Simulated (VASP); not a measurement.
A run of VASP 6.6.1 is set up as follows.

The input INCAR:

```
  PREC = Accurate
  ENCUT = 520
  EDIFF = 1E-7
  ISMEAR = -1
  SIGMA = 0.05
  LREAL = F
  LASPH = T
  NELM = 150
  ALGO = Normal
  ISIF = 2
  LWAVE = F
  LCHARG = F
  LNONCOLLINEAR = T
  MAGMOM = 0 0 0 0 0 0
  LORBIT = 11
  LSORBIT = T
  GGA_COMPAT = F
  LORBMOM = T
  LMAXMIX = 4
  GGA = PE
  NBANDS = 40
```

The input KPOINTS:

```
regular mesh
0
Gamma
  14 14 8
```

POSCAR

```
Ru
1.0
    2.7078263433      0.0000000000      0.0000000000
   -1.3539131716      2.3450464023      0.0000000000
    0.0000000000      0.0000000000      4.2681017800
Ru
2
Direct
    0.3333333333      0.6666666667      0.2500000000
    0.6666666667      0.3333333333      0.7500000000
```

Potentials or basis: VASP PAW PBE potentials, release 64 (Ru_pv).

Run with:

```sh
$ cat potpaw_PBE.64/Ru_pv/POTCAR > POTCAR
$ mpirun -np 1 vasp_ncl > vasp.out
```

(1) What does it give for the net moment?

(2) What does it give for the pressure?

Answers

(1) 0.00 μB per cell.

(2) 5.4 GPa.

Caveat: the cell stands under pressure.
